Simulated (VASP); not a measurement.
# H3Pt (Pm-3m) in VASP: further runs

The runs below take H3Pt through single point, relaxation of cell and atoms, with PBE.

Program: VASP 6.6.1. These are calculated values, not measurements. Logs are shortened: lines on timing, memory, paths and dates and some standing lists are left out, and cuts for length are marked.

## (1) The cell of the first run

Symmetry: Pm-3m, No. 221, cubic system. Conventional cell: a = 2.961 Å, b = 2.961 Å, c = 2.961 Å, α = 90.00°, β = 90.00°, γ = 90.00°. Within 2.8 Å of H (site symmetry 4/mmm) lie 8 H at 2.09 Å and 4 Pt at 2.09 Å. Pt (site symmetry m-3m) has 12 H at 2.09 Å within 2.8 Å.

## (2) Single point, PBE

Contents of INCAR:

```
ALGO     = Normal         # electronic algorithm
EDIFF    = 1E-6           # SCF threshold, eV
ENCUT    = 520            # plane-wave cutoff, eV
GGA      = PE             # functional
ISIF     = 2              # what is computed and relaxed
ISMEAR   = 0              # smearing method
LASPH    = True           # aspherical terms in the spheres
LCHARG   = True           # write CHGCAR
LELF     = True           # ELF
LREAL    = False          # projectors in reciprocal space
LVHAR    = True         
LWAVE    = False          # write WAVECAR
NBANDS   = 14             # bands
NELM     = 80             # most SCF steps
PREC     = Accurate       # precision mode
SIGMA    = 0.1            # smearing width, eV
```

Contents of KPOINTS:

```
k-points
0
Gamma
  6 6 6
```

Contents of POSCAR:

```
H3Pt
1.0
    2.9609762356      0.0000000000      0.0000000000
    0.0000000000      2.9609762356      0.0000000000
    0.0000000000      0.0000000000      2.9609762356
H Pt
3 1
Direct
    0.0000000000      0.5000000000      0.5000000000
    0.5000000000      0.0000000000      0.5000000000
    0.5000000000      0.5000000000      0.0000000000
    0.0000000000      0.0000000000      0.0000000000
```

Potentials or basis: VASP PAW PBE potentials, release 64 (H, Pt).

Command:

```console
cat potpaw_PBE.64/H/POTCAR potpaw_PBE.64/Pt/POTCAR > POTCAR
mpirun -np 1 vasp_std > vasp.out
```

OUTCAR:

```text
EDIFF = 1E-6
   ENCUT = 520
   GGA = PE
   ISIF = 2
   ISMEAR = 0
   LASPH = True
   LREAL = False
   NELM = 80
   PREC = Accurate

 ion  position               nearest neighbor table
   1  0.000  0.500  0.500-   4 2.09   4 2.09   4 2.09   4 2.09
   2  0.500  0.000  0.500-   4 2.09   4 2.09   4 2.09   4 2.09
   3  0.500  0.500  0.000-   4 2.09   4 2.09   4 2.09   4 2.09
   4  0.000  0.000  0.000-   1 2.09   2 2.09   3 2.09   1 2.09   2 2.09   1 2.09   3 2.09   1 2.09
                             2 2.09   3 2.09   2 2.09   3 2.09

  LATTYP: Found a simple cubic cell.
 ALAT       =     2.9609762356

  Lattice vectors:

 A1 = (   2.9609762356,   0.0000000000,   0.0000000000)
 A2 = (   0.0000000000,   2.9609762356,   0.0000000000)
 A3 = (   0.0000000000,   0.0000000000,   2.9609762356)

Analysis of symmetry for initial positions (statically):
=====================================================================
 Subroutine PRICEL returns:
 Original cell was already a primitive cell.

 Routine SETGRP: Setting up the symmetry group for a
 simple cubic supercell.

 Subroutine GETGRP returns: Found 48 space group operations
 (whereof 48 operations were pure point group operations)
 out of a pool of 48 trial point group operations.

The static configuration has the point symmetry O_h .

Analysis of symmetry for dynamics (positions and initial velocities):
=====================================================================
 Subroutine PRICEL returns:
 Original cell was already a primitive cell.

 Routine SETGRP: Setting up the symmetry group for a
 simple cubic supercell.

 Subroutine GETGRP returns: Found 48 space group operations
 (whereof 48 operations were pure point group operations)
 out of a pool of 48 trial point group operations.

The dynamic configuration has the point symmetry O_h .

 Subroutine INISYM returns: Found 48 space group operations
 (whereof 48 operations are pure point group operations),
 and found     1 'primitive' translations

----------------------------------------------------------------------------------------

                                     Primitive cell

  volume of cell :      25.9600

  direct lattice vectors                    reciprocal lattice vectors
     2.960976236  0.000000000  0.000000000     0.337726453  0.000000000  0.000000000
     0.000000000  2.960976236  0.000000000     0.000000000  0.337726453  0.000000000
     0.000000000  0.000000000  2.960976236     0.000000000  0.000000000  0.337726453

  length of vectors
     2.960976236  2.960976236  2.960976236     0.337726453  0.337726453  0.337726453

  position of ions in fractional coordinates (direct lattice)
     0.000000000  0.500000000  0.500000000
     0.500000000  0.000000000  0.500000000
     0.500000000  0.500000000  0.000000000
     0.000000000  0.000000000  0.000000000

  ion indices of the primitive-cell ions
   primitive index   ion index
                 1           1
                 2           2
                 3           3
                 4           4

----------------------------------------------------------------------------------------

 KPOINTS: k-points

Automatic generation of k-mesh.
 Grid dimensions read from file:
 generate k-points for:    6    6    6

 Generating k-lattice:

  Cartesian coordinates                     Fractional coordinates (reciprocal lattice)
     0.056287742  0.000000000  0.000000000     0.166666667  0.000000000  0.000000000
     0.000000000  0.056287742  0.000000000     0.000000000  0.166666667  0.000000000
     0.000000000  0.000000000  0.056287742     0.000000000  0.000000000  0.166666667

  Length of vectors
     0.056287742  0.056287742  0.056287742

  Shift w.r.t. Gamma in fractional coordinates (k-lattice)
     0.000000000  0.000000000  0.000000000

 Subroutine IBZKPT returns following result:
 ===========================================

 Found     20 irreducible k-points:

 Following reciprocal coordinates:
            Coordinates               Weight
  0.000000  0.000000  0.000000      1.000000
  0.166667  0.000000  0.000000      6.000000
  0.333333  0.000000  0.000000      6.000000
  0.500000  0.000000  0.000000      3.000000
  0.166667  0.166667  0.000000     12.000000
  0.333333  0.166667  0.000000     24.000000
[... 12 lines left out ...]
  0.500000  0.500000  0.333333      6.000000
  0.500000  0.500000  0.500000      1.000000
   k-points           NKPTS =     20   k-points in BZ     NKDIM =     20   number of bands    NBANDS=     14
   number of dos      NEDOS =    301   number of ions     NIONS =      4
   total plane-waves  NPLWV =  13824
   dimension x,y,z NGX =    24 NGY =   24 NGZ =   24
   dimension x,y,z NGXF=    48 NGYF=   48 NGZF=   48
   ions per type =               3   1
   NGX,Y,Z   is equivalent  to a cutoff of  13.47, 13.47, 13.47 a.u.
   NGXF,Y,Z  is equivalent  to a cutoff of  26.95, 26.95, 26.95 a.u.
 SYSTEM =  unknown system
   PREC   = accura    normal or accurate (medium, high low for compatibility)
   ISTART =      0    job   : 0-new  1-cont  2-samecut
   ICHARG =      2    charge: 1-file 2-atom 10-const
   ISPIN  =      1    spin polarized calculation?
   LNONCOLLINEAR =      F non collinear calculations
   LSORBIT =      F    spin-orbit coupling
   LASPH  =      T    aspherical Exc in radial PAW
   ENCUT  =  520.0 eV  38.22 Ry    6.18 a.u.   5.51  5.51  5.51*2*pi/ulx,y,z
   NELM   =     80;   NELMIN=  2; NELMDL= -5     # of ELM steps
   EDIFF  = 0.1E-05   stopping-criterion for ELM
   LREAL  =      F    real-space projection
   EDIFFG = 0.1E-04   stopping-criterion for IOM
   NSW    =      0    number of steps for IOM
   IBRION =     -1    ionic relax: 0-MD 1-quasi-New 2-CG
   NFREE  =      0    steps in history (QN), initial steepest desc. (CG)
   ISIF   =      2    stress and relaxation
   ISYM   =      2    0-nonsym 1-usesym 2-fastsym
   POTIM  = 0.5000    time-step for ionic-motion
   TEBEG  =    0.0;   TEEND  =   0.0 temperature during run
   PSTRESS=    0.0 pullay stress
   NELECT =      13.0000    total number of electrons
   NUPDOWN=      -1.0000    fix difference up-down
   EMIN   =  10.00;   EMAX   =-10.00  energy-range for DOS
   EFERMI =   0.00;   METHOD = LEGACY
   ISMEAR =     0;   SIGMA  =   0.10  broadening in eV -4-tet -1-fermi 0-gaus
   EFERMI_NEDOS =   21; number of points for ismear=-14 and -15
   IALGO  =     38    algorithm
   IMIX   =      4    mixing-type and parameters
     AMIX     =   0.40;   BMIX     =  1.00
     AMIX_MAG =   1.60;   BMIX_MAG =  1.00
  volume/ion in A,a.u.               =       6.49        43.80
  Fermi-wavevector in a.u.,A,eV,Ry     =   1.300033  2.456706 22.995012  1.690086
  Thomas-Fermi vector in A             =   2.431258
   LORBIT       =      0    0 simple, 1 ext, 2 COOP (PROOUT), +10 PAW based schemes
   GGA     = PE    functional components
   LHFCALC =     F    Hartree Fock is set to
   AEXX    =    0.0000 exact exchange contribution
   IVDW    =     0    specifies the selected vdW correction
   LEPSILON=     F    determine dielectric tensor
   LRPA    =     F    only Hartree local field effects (RPA)
 non-spin polarized calculation
 Gauss-broadening in eV      SIGMA  =   0.10
  energy-cutoff  :      520.00
  volume of cell :       25.96
 maximum number of plane-waves:       739
 NGX is ok and might be reduce to    24
   NGX = 11   NGY = 11   NGZ = 11

 number of electron      12.9999998 magnetization

 Free energy of the ion-electron system (eV)
  ---------------------------------------------------
  ext. energy  EPLUGINS =         0.00000000
  ---------------------------------------------------
  free energy    TOTEN  =       -14.17688002 eV

  energy without entropy =      -14.16824168  energy(sigma->0) =      -14.17256085

 E-fermi :   7.9989     XC(G=0): -12.0727

 val. band max:        7.9785345908   @ k =   0.5000   0.3333   0.3333
 cond. band min:       8.3772851128   @ k =   0.3333   0.3333   0.1667
 fundamental gap:      0.3987505220
 Fermi energy:         7.9988860628

 k-point     1 :       0.0000    0.0000    0.0000
  band No.  band energies     occupation
      1      -5.1833      2.00000
      2       1.0355      2.00000
      3       1.0355      2.00000
      4       5.6242      2.00000
      5       5.6242      2.00000
      6       5.6242      2.00000
      7      12.0139      0.00000
      8      12.0139      0.00000
      9      15.4467      0.00000
     10      15.4467      0.00000
     11      15.4467      0.00000
     12      17.9321      0.00000
     13      26.8355      0.00000
     14      26.8355      0.00000

 k-point     2 :       0.1667    0.0000    0.0000
  band No.  band energies     occupation
      1      -4.6489      2.00000
      2       1.1417      2.00000
      3       1.3094      2.00000
      4       5.1913      2.00000
      5       5.1913      2.00000
      6       5.6566      2.00000
      7       9.9822      0.00000
      8      11.0821      0.00000
      9      15.1355      0.00000
     10      16.4044      0.00000
     11      16.4044      0.00000
     12      21.5439      0.00000
     13      27.0127      0.00000
     14      27.0127      0.00000
[... 275 lines left out ...]
      1      -0.2505      2.00000
      2       0.3996      2.00000
      3       0.3996      2.00000
      4       5.2202      2.00000
      5       6.7809      2.00000
      6       8.8179      0.00000
      7       8.8179      0.00000
      8      10.8966      0.00000
      9      11.5457      0.00000
     10      13.5946      0.00000
     11      14.8289      0.00000
     12      14.8289      0.00000
     13      18.3593      0.00000
     14      33.5732      0.00000

 k-point    20 :       0.5000    0.5000    0.5000
  band No.  band energies     occupation
      1      -0.0219      2.00000
      2      -0.0219      2.00000
      3      -0.0219      2.00000
      4       6.8072      2.00000
      5       6.8072      2.00000
      6      11.4650      0.00000
      7      11.4650      0.00000
      8      11.4650      0.00000
      9      12.0094      0.00000
     10      12.0607      0.00000
     11      12.0607      0.00000
     12      12.0607      0.00000
     13      15.0109      0.00000
     14      37.0723      0.00000

------------------------ aborting loop because EDIFF is reached ----------------------------------------

  FORCE on cell =-STRESS in cart. coord.  units (eV):
  Direction    XX          YY          ZZ          XY          YZ          ZX
  --------------------------------------------------------------------------------------
  -------------------------------------------------------------------------------------
  Total       -0.0827817     -0.0827817     -0.0827817     -0.0000000      0.0000000      0.0000000
  in kB       -5.1090503     -5.1090503     -5.1090503     -0.0000000      0.0000000      0.0000000
  external PRESSURE =      -5.1090503 kB  Pullay stress =       0.0000000 kB

 VOLUME and BASIS-vectors are now :
 -----------------------------------------------------------------------------
  energy-cutoff  :      520.00
  volume of cell :       25.96
      direct lattice vectors                 reciprocal lattice vectors
     2.960976236  0.000000000  0.000000000     0.337726453  0.000000000  0.000000000
     0.000000000  2.960976236  0.000000000     0.000000000  0.337726453  0.000000000
     0.000000000  0.000000000  2.960976236     0.000000000  0.000000000  0.337726453

 POSITION                                       TOTAL-FORCE (eV/Angst)
 -----------------------------------------------------------------------------------
      0.00000      1.48049      1.48049         0.000000      0.000000      0.000000
      1.48049      0.00000      1.48049         0.000000      0.000000      0.000000
      1.48049      1.48049      0.00000         0.000000      0.000000      0.000000
      0.00000      0.00000      0.00000         0.000000      0.000000      0.000000
 -----------------------------------------------------------------------------------
    total drift:                               -0.000000      0.000000      0.000000

  FREE ENERGIE OF THE ION-ELECTRON SYSTEM (eV)
  ---------------------------------------------------
  free  energy   TOTEN  =       -14.1768800207 eV

  energy  without entropy=      -14.1682416792  energy(sigma->0) =      -14.17256085
```

It took 3.2 s on 1 thread of Intel Xeon 6975P-C (Granite Rapids), shared host; peak memory 0.13 GiB.

What came out:

```yaml
Free_energy: -14.1769 eV
Pressure: -0.5 GPa
```

Caveat: spin-orbit coupling is left out, which moves the levels of the heavy elements.

## (3) Single point, PBE

This run uses another cell than the first one, of 8.17 Å³/atom, 1.258 times its volume.

Contents of INCAR:

```
PREC     = Accurate       # precision mode
ENCUT    = 520            # plane-wave cutoff, eV
EDIFF    = 1E-7           # SCF threshold, eV
ISMEAR   = 0              # smearing method
SIGMA    = 0.1            # smearing width, eV
LREAL    = False          # projectors in reciprocal space
LASPH    = True           # aspherical terms in the spheres
NELM     = 60             # most SCF steps
ALGO     = Normal         # electronic algorithm
ISIF     = 2              # what is computed and relaxed
LWAVE    = False          # write WAVECAR
LCHARG   = False          # write CHGCAR
GGA      = PE             # functional
NBANDS   = 14             # bands
```

Contents of KPOINTS:

```
regular mesh
0
Gamma
  6 6 6
```

Contents of POSCAR:

```
H3Pt
1.0
    3.1965116335      0.0000000000      0.0000000000
    0.0000000000      3.1965116335      0.0000000000
    0.0000000000      0.0000000000      3.1965116335
H Pt
3 1
Direct
    0.0000000000      0.5000000000      0.5000000000
    0.5000000000      0.0000000000      0.5000000000
    0.5000000000      0.5000000000      0.0000000000
    0.0000000000      0.0000000000      0.0000000000
```

Potentials or basis: VASP PAW PBE potentials, release 64 (H, Pt).

Command:

```console
cat potpaw_PBE.64/H/POTCAR potpaw_PBE.64/Pt/POTCAR > POTCAR
mpirun -np 1 vasp_std > vasp.out
```

It took 3.2 s on 1 thread of Intel Xeon 6975P-C (Granite Rapids), shared host; peak memory 0.13 GiB.

Results (log left out):

```yaml
Free_energy: -13.5101 eV
Pressure: -25.8 GPa
```

Levels at points of the mesh, in eV from the Fermi level:
| k point | band 3 | band 4 | band 5 | band 6 | band 7 | band 8 | band 9 | band 10 |
| --- | --- | --- | --- | --- | --- | --- | --- | --- |
| (0.00, 0.00, 0.00) | -5.16 | -1.92 | -1.92 | -1.92 | 3.26 | 3.26 | 7.27 | 7.27 |
| (0.50, 0.00, 0.00) | -4.08 | -2.88 | -2.88 | -1.83 | -0.62 | 0.78 | 6.74 | 11.14 |
| (0.50, 0.50, 0.00) | -3.90 | -3.90 | -2.70 | -2.70 | -1.18 | 1.70 | 2.53 | 9.84 |
| (0.50, 0.50, 0.50) | -6.05 | -1.11 | -1.11 | 3.03 | 3.03 | 3.03 | 3.57 | 3.57 |

Caveat: spin-orbit coupling is left out, which moves the levels of the heavy elements.

## (4) Relaxation of cell and atoms, PBE

This run uses another cell than the first one, of 8.17 Å³/atom, 1.258 times its volume.

Contents of INCAR:

```
SYSTEM = H3Pt
PREC = Accurate ; ENCUT = 600
EDIFF = 1E-7 ; ISMEAR = 0
SIGMA = 0.1 ; LREAL = .FALSE.
LASPH = .TRUE. ; NELM = 80
ALGO = Normal ; ISIF = 3
LWAVE = .FALSE. ; LCHARG = .FALSE.
GGA = PE ; IBRION = 2
NSW = 90 ; EDIFFG = -0.04
```

Contents of KPOINTS:

```
regular mesh
0
G
  6 6 6
  0 0 0
```

POSCAR is that of step 3.

Potentials or basis: VASP PAW PBE potentials, release 64 (H, Pt).

Command:

```console
cat potpaw_PBE.64/H/POTCAR potpaw_PBE.64/Pt/POTCAR > POTCAR
mpirun -np 1 vasp_std > vasp.out
```

OUTCAR:

```text
SYSTEM = H3Pt
   PREC = Accurate
   ENCUT = 600
   EDIFF = 1E-7
   ISMEAR = 0
   LREAL = .FALSE.
   LASPH = .TRUE.
   NELM = 80
   ISIF = 3
   GGA = PE
   IBRION = 2
   NSW = 90
   EDIFFG = -0.04

 ion  position               nearest neighbor table
   1  0.000  0.500  0.500-
   2  0.500  0.000  0.500-
   3  0.500  0.500  0.000-
   4  0.000  0.000  0.000-

  LATTYP: Found a simple cubic cell.
 ALAT       =     3.1965116335

  Lattice vectors:

 A1 = (   3.1965116335,   0.0000000000,   0.0000000000)
 A2 = (   0.0000000000,   3.1965116335,   0.0000000000)
 A3 = (   0.0000000000,   0.0000000000,   3.1965116335)

Analysis of symmetry for initial positions (statically):
[... 181 lines left out ...]
  -------------------------------------------------------------------------------------
  Total       -5.2348941     -5.2348941     -5.2348941      0.0000000      0.0000000     -0.0000000
  in kB     -256.7968038   -256.7968038   -256.7968038      0.0000000      0.0000000     -0.0000000
  external PRESSURE =    -256.7968038 kB  Pullay stress =       0.0000000 kB
[... 63 lines left out ...]
--------------------------------------- Ionic step        3  -------------------------------------------

 number of electron      12.9999998 magnetization

 Free energy of the ion-electron system (eV)
  ---------------------------------------------------
  ext. energy  EPLUGINS =         0.00000000
  ---------------------------------------------------
  free energy    TOTEN  =       -14.17880378 eV

  energy without entropy =      -14.17015268  energy(sigma->0) =      -14.17447823

 E-fermi :   7.9870     XC(G=0): -12.0689

 val. band max:        7.9662726080   @ k =   0.5000   0.3333   0.3333
 cond. band min:       8.3650827918   @ k =   0.3333   0.3333   0.1667
 fundamental gap:      0.3988101838
 Fermi energy:         7.9870412443

 k-point     1 :       0.0000    0.0000    0.0000
  band No.  band energies     occupation
      1      -5.1852      2.00000
      2       1.0308      2.00000
      3       1.0308      2.00000
      4       5.6143      2.00000
      5       5.6143      2.00000
      6       5.6143      2.00000
      7      12.0003      0.00000
      8      12.0003      0.00000
      9      15.4350      0.00000
     10      15.4350      0.00000
[... 276 lines left out ...]
  FREE ENERGIE OF THE ION-ELECTRON SYSTEM (eV)
  ---------------------------------------------------
  free  energy   TOTEN  =       -14.1788037813 eV

  energy  without entropy=      -14.1701526769  energy(sigma->0) =      -14.17447823

 reached required accuracy - stopping structural energy minimisation
```

OSZICAR:

```text
N       E                     dE             d eps       ncg     rms          rms(c)
DAV:   1     0.469622865546E+02    0.46962E+02   -0.65129E+03   400   0.125E+03
DAV:   2    -0.124790860709E+02   -0.59441E+02   -0.54932E+02   458   0.199E+02
DAV:   3    -0.140498830017E+02   -0.15708E+01   -0.15437E+01   468   0.328E+01
[... 28 lines left out ...]
DAV:   5    -0.141788076357E+02    0.11105E-03   -0.32089E-04   412   0.148E-01    0.414E-02
DAV:   6    -0.141788037815E+02    0.38542E-05   -0.55876E-05   412   0.516E-02    0.543E-03
DAV:   7    -0.141788036270E+02    0.15441E-06   -0.14582E-06   436   0.113E-02    0.306E-03
DAV:   8    -0.141788037535E+02   -0.12648E-06   -0.23865E-07   308   0.374E-03    0.697E-04
DAV:   9    -0.141788037813E+02   -0.27753E-07   -0.72110E-08   208   0.196E-03
   3 F= -.14178804E+02 E0= -.14174478E+02  d E =-.668938E+00
```

Run time: 11 s. Hardware: 1 thread of Intel Xeon 6975P-C (Granite Rapids), shared host; peak memory 0.16 GiB.

Results:

```yaml
Free_energy: -14.1788 eV
Relaxed_volume: 6.49 Å³/atom
Relaxed_cell: a = 2.962 Å, b = 2.962 Å, c = 2.962 Å, α = 90.00°, β = 90.00°, γ = 90.00°
Space_group_after_relaxing_to_0.05_Å: Pm-3m (No. 221)
Energy_gained_by_relaxing: 167.2 meV/atom
Ionic_steps: 3
Pressure_after_relaxing: -0.4 GPa
```

The path:
| step | energy change (eV) | largest force (eV/Å) | pressure (GPa) | volume (Å³) |
| --- | --- | --- | --- | --- |
| 1 | 0.0000 | 0.0000 | -25.68 | 32.66 |
| 2 | -0.6504 | 0.0000 | -6.15 | 26.86 |
| 3 | -0.6689 | 0.0000 | -0.43 | 25.98 |

Final structure:
```
H Pt
1.0
     2.96169    0.00000    0.00000
     0.00000    2.96169    0.00000
     0.00000    0.00000    2.96169
H Pt
3 1
Cartesian
  0.0000 1.4808 1.4808
  1.4808 0.0000 1.4808
  1.4808 1.4808 0.0000
  0.0000 0.0000 0.0000
```

Caveat: the volume moved by over 15 % at a fixed basis, so the end points are rough; spin-orbit coupling is left out, which moves the levels of the heavy elements.

[end of part 1 of 2]
